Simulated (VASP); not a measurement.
Mg2C, 3 atoms in the cell. It takes space group I4/mmm (No. 139, tetragonal). Conventional cell: a = 4.236 Å, b = 4.236 Å, c = 6.130 Å, α = 90.00°, β = 90.00°, γ = 90.00°. Mg (site symmetry mmm) has 2 C at 2.12 Å within 2.8 Å. Within 2.8 Å of C (site symmetry 4/mmm) lie 4 Mg at 2.12 Å. The cell was built from a structure type or drawn by symmetry, and may not be a known phase.

```yaml
Program: VASP 6.6.1
Task: single point
Functional: PBE
Potentials_or_basis: VASP PAW PBE potentials, release 64 (Mg, C)
Cutoff: 520 eV
k_mesh: 16 × 16 × 16
Occupations: gaussian, width 0.1 eV
Spin: no spin polarisation
Dipole_correction: no
Further_INCAR_settings: ALGO = Normal; EDIFF = 1e-06; NBANDS = 11
```

Potentials or basis: VASP PAW PBE potentials, release 64 (Mg, C).

Run with:

```console
$ cat potpaw_PBE.64/Mg/POTCAR potpaw_PBE.64/C/POTCAR > POTCAR
$ mpirun -np 1 vasp_std > vasp.out
```

Hardware: 1 thread of Intel Xeon 8259CL, with other jobs on the host.

Task: How long does it take, and how much memory?

Result: Run time: 2.8 min on 1 thread of Intel Xeon 8259CL (shared host), peak memory 0.35 GiB. Counts: scf iterations 13, k points 349.
